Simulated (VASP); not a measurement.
Write the native input for VASP 6.6.1 that does the following.

```
Task                   : single point
Functional             : LDA
Potentials or basis    : VASP PAW LDA potentials, release 64 (Cs_sv, Pb_d, Cl)
Cutoff                 : 520 eV
k mesh                 : 4 × 4 × 4
Occupations            : fermi-dirac, width 0.02 eV
Spin                   : no spin polarisation
Dipole correction      : no
Further INCAR settings : ALGO = Normal; EDIFF = 1e-06; NBANDS = 30
```

The structure of CsPbCl3 lies in POSCAR:

```
CsPbCl3
1.0
    5.5297734452      0.0000000000      0.0000000000
    0.0000000000      5.5297734452      0.0000000000
    0.0000000000      0.0000000000      5.5297734452
Cs Pb Cl
1 1 3
Direct
    0.0000000000      0.0000000000      0.0000000000
    0.5000000000      0.5000000000      0.5000000000
    0.5000000000      0.5000000000      0.0000000000
    0.5000000000      0.0000000000      0.5000000000
    0.0000000000      0.5000000000      0.5000000000
```

One way to write it, as run:

INCAR

```
SYSTEM = CsPbCl3
  PREC = Accurate
  ENCUT = 520
  EDIFF = 1E-6
  ISMEAR = -1
  SIGMA = 0.02
  LREAL = .False.
  LASPH = .True.
  NELM = 60
  ALGO = Normal
  ISIF = 2
  LWAVE = .False.
  LCHARG = .True.
  GGA = CA
  LELF = .True.
  LVHAR = .True.
  NBANDS = 30
```

KPOINTS

```
regular mesh
0
Gamma
  4 4 4
  0 0 0
```

Potentials or basis: VASP PAW LDA potentials, release 64 (Cs_sv, Pb_d, Cl).

Run with:

```sh
$ cat potpaw_LDA.64/Cs_sv/POTCAR potpaw_LDA.64/Pb_d/POTCAR potpaw_LDA.64/Cl/POTCAR > POTCAR
$ mpirun -np 1 vasp_std > vasp.out
```

Results of the run:

The pressure is 0.0 GPa and the band gap on the k mesh is 1.52 eV, direct.

Caveat: spin-orbit coupling is left out, which moves the levels of the heavy elements.

Run time: 25 s on 1 thread of Intel(R) Xeon(R) 6975P-C (Granite Rapids), with other jobs on the host, peak memory 0.23 GiB.
